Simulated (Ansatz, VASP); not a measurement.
## Two plane-wave programs on Cu

Contents of POSCAR:

```
Cu
1.0
    0.0000000000      1.8075000000      1.8075000000
    1.8075000000      0.0000000000      1.8075000000
    1.8075000000      1.8075000000      0.0000000000
Cu
1
Direct
    0.0000000000      0.0000000000      0.0000000000
```

INCAR.step1

```
SYSTEM = Cu
PREC = Accurate ; ENCUT = 520
ISMEAR = 1 ; SIGMA = 0.1
LREAL = .FALSE. ; LASPH = .TRUE.
NELM = 80 ; NBANDS = 12
GGA = PE ; ALGO = Normal
EDIFF = 1E-4 ; LWAVE = .TRUE.
LCHARG = .FALSE.
```

INCAR.step2

```
SYSTEM = Cu
PREC = Accurate ; ENCUT = 520
EDIFF = 1E-6 ; ISMEAR = 1
SIGMA = 0.1 ; LREAL = .FALSE.
LASPH = .TRUE. ; NELM = 80
ALGO = Normal ; ISIF = 2
LWAVE = .FALSE. ; LCHARG = .FALSE.
METAGGA = R2SCAN ; LMIXTAU = .TRUE.
NBANDS = 12 ; ISTART = 1
```

The input KPOINTS:

```
Automatic mesh
0
G
  7 7 7
  0 0 0
```

Input for Ansatz:

```yaml
crystal:
  lattice:
    - [0.0, 1.8075, 1.8075]
    - [1.8075, 0.0, 1.8075]
    - [1.8075, 1.8075, 0.0]
  atoms:
    - { symbol: Cu, position: [0.0, 0.0, 0.0] }
kpoints:
  mp_grid:
    grid: [7, 7, 7]
hamiltonian:
  xc: r2scan
scf:
  occupations:
    method: cold
    width: 0.1
output:
  forces: true
  stress: true
```

Alike in both runs: task single point; functional r2SCAN; k mesh 7 × 7 × 7; no spin polarisation.

|  | VASP | Ansatz |
| --- | --- | --- |
| version | VASP 6.6.1 | Ansatz 0.2.0 |
| potentials or method | VASP PAW PBE potentials, release 64 (Cu) | plane waves, PAW |
| plane-wave cutoff (eV) | 520 | 500 |
| occupations | methfessel-paxton of order 1, width 0.1 eV | cold, width 0.1 eV |
| valence electrons in the cell | 11 | 19 |

Ansatz gave:

* pressure (GPa): -5.0

Estimate VASP's values.

pressure (GPa): -4.4.

VASP's potentials were made for PBE, not for r2SCAN. VASP's potentials hold 11 valence electrons a cell and Ansatz's 19, so a difference there can come from the potentials and not from the codes.

The k mesh is coarse, so the values compare programs but aren't converged.
